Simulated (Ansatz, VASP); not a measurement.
## AlN in VASP and in Ansatz

```
CELL_PARAMETERS angstrom
0.00000 2.16934 2.16934
2.16934 0.00000 2.16934
2.16934 2.16934 0.00000
ATOMIC_POSITIONS crystal
Al 0.00000 0.00000 0.00000
N 0.75000 0.75000 0.75000
```

Alike in both runs: task single point; functional LDA; k mesh 8 × 8 × 8; no spin polarisation.

|  | VASP | Ansatz |
| --- | --- | --- |
| version | VASP 6.6.1 | Ansatz 0.2.0 |
| potentials or method | VASP PAW LDA potentials, release 64 (Al, N), cutoff 520 eV | plane waves, PAW |
| occupations | gaussian, width 0.01 eV | fixed |
| valence electrons in the cell | 8 | 8 |

|  | VASP | Ansatz | Ansatz less VASP |
| --- | --- | --- | --- |
| pressure (GPa) | 1.2 | 0.5 | -0.64 |

LDA's correlation is that of Perdew and Zunger in VASP and of Perdew and Wang (1992) in Ansatz.
